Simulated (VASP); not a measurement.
Here is a VASP 6.6.1 calculation.

INCAR

```
PREC = Accurate ; ENCUT = 560
EDIFF = 1E-6 ; ISMEAR = 0
SIGMA = 0.15 ; LREAL = F
LASPH = T ; NELM = 120
ALGO = Normal ; ISIF = 2
LWAVE = F ; LCHARG = T
GGA = PE ; LELF = T
LVHAR = T ; NBANDS = 14
GGA_COMPAT = F
```

File KPOINTS:

```
regular mesh
0
Gamma
  10 10 10
```

POSCAR

```
Re
1.0
    0.0000000000      2.2812095924      1.5110732340
    2.2812095924      0.0000000000      1.5110732340
    2.2812095924      2.2812095924      0.0000000000
Re
1
Direct
    0.0000000000      0.0000000000      0.0000000000
```

Potentials or basis: VASP PAW PBE potentials, release 64 (Re_sv_GW).

The run is started by

```bash
$ cat potpaw_PBE.64/Re_sv_GW/POTCAR > POTCAR
$ mpirun -np 1 vasp_std > vasp.out
```

Q: Predict the pressure.

A: -14.6 GPa.

Q: Predict the band gap on the k mesh.

A: Zero (an odd number of electrons rules out a gap without spin polarisation).

Stress tensor (GPa, compression positive):
```
-14.55   0.00   0.00
  0.00 -14.55   0.00
  0.00   0.00 -14.63
```

Caveat: the cell stands under tension; spin-orbit coupling is left out, which moves the levels of the heavy elements.
